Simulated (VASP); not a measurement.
The system is Ga2O3.

```xyz
10
Lattice="2.5000 1.4434 4.4900 -2.5000 1.4434 4.4900 0.0000 -2.8868 4.4900" Properties=species:S:1:pos:R:3 pbc="T T T"
Ga    0.0000    0.0000    4.7819
Ga    0.0000    0.0000    1.9531
Ga    0.0000    0.0000    8.6882
Ga    0.0000    0.0000   11.5168
O    -0.9750    1.4434    7.8575
O    -0.7625   -1.5661    7.8575
O     1.7375    0.1227    7.8575
O     0.9750   -1.4434    5.6125
O     0.7625    1.5661    5.6125
O    -1.7375   -0.1227    5.6125
```

* Program: VASP 6.6.1
* Task: relaxation of cell and atoms
* Functional: LDA
* Potentials or basis: VASP PAW LDA potentials, release 64 (Ga_d, O)
* Cutoff: 600 eV
* k mesh: 6 × 6 × 6
* Occupations: gaussian, width 0.02 eV
* Spin: no spin polarisation

At the start: pressure -5.8 GPa; volume 9.72 Å³/atom.

Task: How do energy, volume and symmetry change on relaxing?

Result: Over 11 steps the energy falls by 5.3 meV/atom and the volume is 9.47 Å³/atom (-2.5 %); space group R-3c (No. 167, to 0.1 Å) before and after.

The path:
| step | energy change (eV) | largest force (eV/Å) | pressure (GPa) | volume (Å³) |
| --- | --- | --- | --- | --- |
| 1 | 0.0000 | 0.1911 | -5.80 | 97.21 |
| 2 | -0.0031 | 0.0710 | 6.54 | 92.35 |
| 3 | -0.0496 | 0.1124 | 0.17 | 94.70 |
| 4 | -0.0496 | 0.1105 | 0.30 | 94.65 |
| 5 | -0.0524 | 0.0573 | 0.14 | 94.69 |
| 6 | -0.0528 | 0.0603 | 0.09 | 94.72 |
| 7 | -0.0533 | 0.0186 | -0.13 | 94.80 |
| 8 | -0.0534 | 0.0046 | -0.22 | 94.83 |
| 9 | -0.0534 | 0.0097 | 0.17 | 94.66 |
| 10 | -0.0534 | 0.0037 | 0.01 | 94.73 |
| 11 | -0.0535 | 0.0011 | -0.01 | 94.73 |

Final structure:
```
Ga O
1.0
     2.48099    1.43240    4.44288
    -2.48099    1.43240    4.44288
     0.00000   -2.86480    4.44288
Ga O
4 6
Direct
  0.35572 0.35572 0.35572
  0.14428 0.14428 0.14428
  0.64428 0.64428 0.64428
  0.85572 0.85572 0.85572
  0.55252 0.94748 0.25000
  0.25000 0.55252 0.94748
  0.94748 0.25000 0.55252
  0.44748 0.05252 0.75000
  0.75000 0.44748 0.05252
  0.05252 0.75000 0.44748
```
